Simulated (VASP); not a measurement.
Write the native input for VASP 6.6.1 that does the following.

- Task: single point
- Functional: PBE
- Potentials or basis: VASP PAW PBE potentials, release 64 (Sn_d)
- Cutoff: 520 eV
- k mesh: 12 × 12 × 12
- Occupations: gaussian, width 0.15 eV
- Spin: no spin polarisation
- Dipole correction: no
- Further INCAR settings: ALGO = Fast; EDIFF = 1e-06; NBANDS = 21

The structure of Sn lies in POSCAR:

```
Sn
1.0
    0.0000000000      3.2780560000      3.2456000000
    3.2131440000      0.0000000000      3.2456000000
    3.2131440000      3.2780560000      0.0000000000
Sn
2
Direct
    0.5000000000      0.5000000000      0.5000000000
    0.7500000000      0.7500000000      0.7500000000
```

This cell differs from its parent crystal: strain -0.0100 x Voigt [1, -1, 0, 0, 0, 0].

One way to write it, as run:

INCAR

```
SYSTEM = Sn
  PREC = Accurate
  ENCUT = 520
  EDIFF = 1E-6
  ISMEAR = 0
  SIGMA = 0.15
  LREAL = .False.
  LASPH = .True.
  NELM = 80
  ALGO = Fast
  ISIF = 2
  LWAVE = .False.
  LCHARG = .False.
  GGA = PE
  NBANDS = 21
```

KPOINTS

```
Automatic mesh
0
Gamma
  12 12 12
  0 0 0
```

Potentials or basis: VASP PAW PBE potentials, release 64 (Sn_d).

Launch:

```sh
$ cat potpaw_PBE.64/Sn_d/POTCAR > POTCAR
$ mpirun -np 1 vasp_std > vasp.out
```

Results of the run:

The pressure is 3.1 GPa and the band gap on the k mesh is zero (bands 14 and 15 overlap by 0.10 eV).

Caveat: the cell differs from its parent crystal (strain -0.0100 x Voigt [1, -1, 0, 0, 0, 0]); the cell stands under pressure; spin-orbit coupling is left out, which moves the levels of the heavy elements.

Wall time 3 min on 1 thread of Intel(R) Xeon(R) 6975P-C (Granite Rapids) (shared host), peak memory 0.43 GiB.
